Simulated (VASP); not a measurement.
A run of VASP 6.6.1:

Contents of INCAR:

```
ALGO = Normal
EDIFF = 1E-7
ENCUT = 520
GGA = PE
ISIF = 2
ISMEAR = -1
LASPH = True
LCHARG = False
LREAL = False
LWAVE = False
NBANDS = 16
NELM = 100
PREC = Accurate
SIGMA = 0.05
```

KPOINTS

```
k-points
0
Gamma
  15 15 4
```

File POSCAR:

```
C
1.0
    2.4665665061      0.0000000000      0.0000000000
   -1.2332832531      2.1361092544      0.0000000000
    0.0000000000      0.0000000000      8.5267424969
C
4
Direct
    1.0000000000      1.0000000000      0.2500000000
    0.0000000000      0.0000000000      0.7500000000
    0.3333333333      0.6666666667      0.2500000000
    0.6666666667      0.3333333333      0.7500000000
```

Potentials or basis: VASP PAW PBE potentials, release 64 (C).

Run with:

```console
$ cat potpaw_PBE.64/C/POTCAR > POTCAR
$ mpirun -np 1 vasp_std > vasp.out
```

Hardware: 1 thread of Intel Xeon 8259CL, on a shared host.

How long does it take, and how much memory?

Wall time 44 s on 1 thread of Intel Xeon 8259CL, with other jobs on the host, peak memory 0.17 GiB. Counts: scf iterations 14, k points 81.
